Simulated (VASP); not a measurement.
Here is a VASP 6.6.1 calculation.

File INCAR:

```
SYSTEM = PbF2
PREC = Accurate
ENCUT = 600
EDIFF = 1E-6
ISMEAR = 0
SIGMA = 0.01
LREAL = .FALSE.
LASPH = .TRUE.
NELM = 120
ALGO = Normal
ISIF = 2
LWAVE = .FALSE.
LCHARG = .TRUE.
GGA = PE
LELF = .TRUE.
LVHAR = .TRUE.
NBANDS = 21
GGA_COMPAT = .FALSE.
```

File KPOINTS:

```
Automatic mesh
0
G
  8 8 8
  0 0 0
```

The input POSCAR:

```
PbF2
1.0
    0.0000000000      3.0003441327      3.0003441327
    3.0003441327      0.0000000000      3.0003441327
    3.0003441327      3.0003441327      0.0000000000
Pb F
1 2
Direct
    0.0000000000      0.0000000000      0.0000000000
    0.2500000000      0.2500000000      0.2500000000
    0.7500000000      0.7500000000      0.7500000000
```

Potentials or basis: VASP PAW PBE potentials, release 64 (Pb_d, F).

The run is started by

```bash
$ cat potpaw_PBE.64/Pb_d/POTCAR potpaw_PBE.64/F/POTCAR > POTCAR
$ mpirun -np 1 vasp_std > vasp.out
```

(1) What does it give for the band gap on the k mesh?

(2) Predict the pressure.

## Answers

(1) 4.42 eV (least direct gap 4.56 eV).

(2) -0.2 GPa.

Caveat: spin-orbit coupling is left out, which moves the levels of the heavy elements.
